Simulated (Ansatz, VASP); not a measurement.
## Al: VASP beside Ansatz

File INCAR:

```
SYSTEM = Al
  ALGO = Normal
  EDIFF = 1E-6
  ENCUT = 500
  GGA = PE
  GGA_COMPAT = .False.
  ISIF = 2
  ISMEAR = 0
  LASPH = .True.
  LCHARG = .False.
  LREAL = .False.
  LWAVE = .False.
  NBANDS = 8
  NELM = 120
  PREC = Accurate
  SIGMA = 0.1
```

Contents of KPOINTS:

```
k-points
0
Gamma
  4 4 4
  0 0 0
```

The input POSCAR:

```
Al
1.0
   -1.5912186900      1.5912186900      1.5912186900
    1.5912186900     -1.5912186900      1.5912186900
    1.5912186900      1.5912186900     -1.5912186900
Al
1
Direct
    0.0000000000      0.0000000000      0.0000000000
```

Input for Ansatz:

```yaml
crystal:
  lattice:
    - [-1.59121869, 1.59121869, 1.59121869]
    - [1.59121869, -1.59121869, 1.59121869]
    - [1.59121869, 1.59121869, -1.59121869]
  atoms:
    - { symbol: Al, position: [0.0, 0.0, 0.0] }
basis:
  ecutwfc: 420
kpoints:
  mp_grid: { grid: [4, 4, 4] }
hamiltonian:
  xc: pbe
scf:
  occupations: { method: gaussian, width: 0.1 }
  n_extra_bands: 20
output:
  forces: true
  stress: true
  eigenvalues: true
```

Alike in both runs: task single point; functional PBE; k mesh 4 × 4 × 4; occupations gaussian, width 0.1 eV; no spin polarisation.

|  | VASP | Ansatz |
| --- | --- | --- |
| version | VASP 6.6.1 | Ansatz 0.2.0 |
| potentials or method | VASP PAW PBE potentials, release 64 (Al), cutoff 500 eV | scalar-relativistic, plane waves, PAW |
| valence electrons in the cell | 3 | 3 |

|  | VASP | Ansatz | Ansatz less VASP |
| --- | --- | --- | --- |
| gap on the k mesh at the Fermi level (eV) | none | none | - |
| pressure (GPa) | 4.2 | 4.2 | 0.00 |

A gap of «none» marks a metal or a gap that the smearing closes.

The k mesh is coarse, so the values compare programs but aren't converged.
